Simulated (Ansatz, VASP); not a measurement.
**KSi3 in VASP and in Ansatz**

```xyz
4
Lattice="-2.1017 2.1017 5.0448 2.1017 -2.1017 5.0448 2.1017 2.1017 -5.0448" Properties=species:S:1:pos:R:3 pbc="T T T"
K     0.0000    0.0000    0.0000
Si    0.0000    0.0000    3.8447
Si    0.0000    2.1017    2.5224
Si    0.0000    0.0000    6.2449
```

Alike in both runs: functional PBE; k mesh 6 × 6 × 6; occupations gaussian, width 0.1 eV; no spin polarisation.

Ansatz relaxed the structure, and its values are those at the end. VASP's run is a single point on that final structure, the one shown.

|  | VASP | Ansatz |
| --- | --- | --- |
| version | VASP 6.6.1 | Ansatz 0.2.0 |
| potentials or method | VASP PAW PBE potentials, release 64 (K_sv, Si), cutoff 520 eV | scalar-relativistic, plane waves, PAW |
| valence electrons in the cell | 21 | 21 |

|  | VASP | Ansatz | Ansatz less VASP |
| --- | --- | --- | --- |
| gap on the k mesh at the Fermi level (eV) | none | none | - |
| pressure (GPa) | 0.1 | 0.0 | -0.05 |

A gap of «none» marks a metal or a gap that the smearing closes. The functional is the same, so the differences come from potentials, cutoffs and numerics.
